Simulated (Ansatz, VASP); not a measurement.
## CdSe in VASP and in Ansatz

```
Cd Se
1.0
     0.00000    3.12909    3.12909
     3.12909    0.00000    3.12909
     3.12909    3.12909    0.00000
Cd Se
1 1
Cartesian
  0.0000 0.0000 0.0000
  1.5645 1.5645 1.5645
```

Alike in both runs: task single point; functional PBE; k mesh 10 × 10 × 10; occupations gaussian, width 0.02 eV; no spin polarisation.

```csv
,VASP,Ansatz
version,VASP 6.6.1,Ansatz 0.2.0
potentials or method,"VASP PAW PBE potentials, release 64 (Cd, Se), cutoff 520 eV","scalar-relativistic, plane waves, PAW"
valence electrons in the cell,18,36
```

VASP gave:

- gap on the k mesh at the Fermi level (eV): 0.43
- least direct gap on the mesh (eV): 0.43
- pressure (GPa): -1.0

**Question.** Estimate Ansatz's values.

**Answer.** gap on the k mesh at the Fermi level (eV): 0.43; least direct gap on the mesh (eV): 0.43; pressure (GPa): -1.3.

The functional is the same, so the differences come from potentials, cutoffs and numerics. VASP's potentials hold 18 valence electrons a cell and Ansatz's 36, so a difference there can come from the potentials and not from the codes.
